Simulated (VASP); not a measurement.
Write the native input for VASP 6.6.1 that does the following.

* Task: single point
* Functional: r2SCAN
* Potentials or basis: VASP PAW PBE potentials, release 64 (Sn_d)
* Cutoff: 520 eV
* k mesh: 6 × 6 × 6
* Occupations: fermi-dirac, width 0.02 eV
* Spin: no spin polarisation
* Dipole correction: no
* Further INCAR settings: ALGO = Normal; EDIFF = 1e-07; NBANDS = 21

Sn:

```
CELL_PARAMETERS angstrom
0.00000 3.28449 3.28449
3.28449 0.00000 3.28449
3.28449 3.28449 0.00000
ATOMIC_POSITIONS crystal
Sn 0.00000 0.00000 0.00000
Sn 0.25000 0.25000 0.25000
```

The input as run:

POSCAR

```
Sn
1.0
    0.0000000000      3.2844877107      3.2844877107
    3.2844877107      0.0000000000      3.2844877107
    3.2844877107      3.2844877107      0.0000000000
Sn
2
Direct
    0.0000000000      0.0000000000      0.0000000000
    0.2500000000      0.2500000000      0.2500000000
```

INCAR.step1

```
ALGO     = Normal         # electronic algorithm
EDIFF    = 1E-4           # SCF threshold, eV
ENCUT    = 520            # plane-wave cutoff, eV
GGA      = PE             # functional
ISMEAR   = -1             # smearing method
LASPH    = True           # aspherical terms in the spheres
LCHARG   = False          # write CHGCAR
LREAL    = False          # projectors in reciprocal space
LWAVE    = True           # write WAVECAR
NBANDS   = 21             # bands
NELM     = 80             # most SCF steps
PREC     = Accurate       # precision mode
SIGMA    = 0.02           # smearing width, eV
```

INCAR.step2

```
ALGO     = Normal         # electronic algorithm
EDIFF    = 1E-7           # SCF threshold, eV
ENCUT    = 520            # plane-wave cutoff, eV
ISIF     = 2              # what is computed and relaxed
ISMEAR   = -1             # smearing method
ISTART   = 1            
LASPH    = True           # aspherical terms in the spheres
LCHARG   = False          # write CHGCAR
LMIXTAU  = True         
LREAL    = False          # projectors in reciprocal space
LWAVE    = False          # write WAVECAR
METAGGA  = R2SCAN         # meta-GGA
NBANDS   = 21             # bands
NELM     = 80             # most SCF steps
PREC     = Accurate       # precision mode
SIGMA    = 0.02           # smearing width, eV
```

KPOINTS

```
k-points
0
Gamma
  6 6 6
```

Potentials or basis: VASP PAW PBE potentials, release 64 (Sn_d).

The run is started by

```console
$ cat potpaw_PBE.64/Sn_d/POTCAR > POTCAR
$ cp INCAR.step1 INCAR
$ mpirun -np 1 vasp_std > vasp.out
$ cp INCAR.step2 INCAR
$ mpirun -np 1 vasp_std > vasp.out
```

Results of the run:

```yaml
Pressure: 0.0 GPa
Band_gap_on_the_k_mesh: zero (filled and empty bands touch)
```

Caveat: the PAW data sets were made with another functional, which shifts forces and pressure a little; spin-orbit coupling is left out, which moves the levels of the heavy elements.

Run time: 2.4 min on 1 thread of AMD EPYC 7R43 64-Core Processor (Zen 3), with other jobs on the host, peak memory 0.17 GiB.
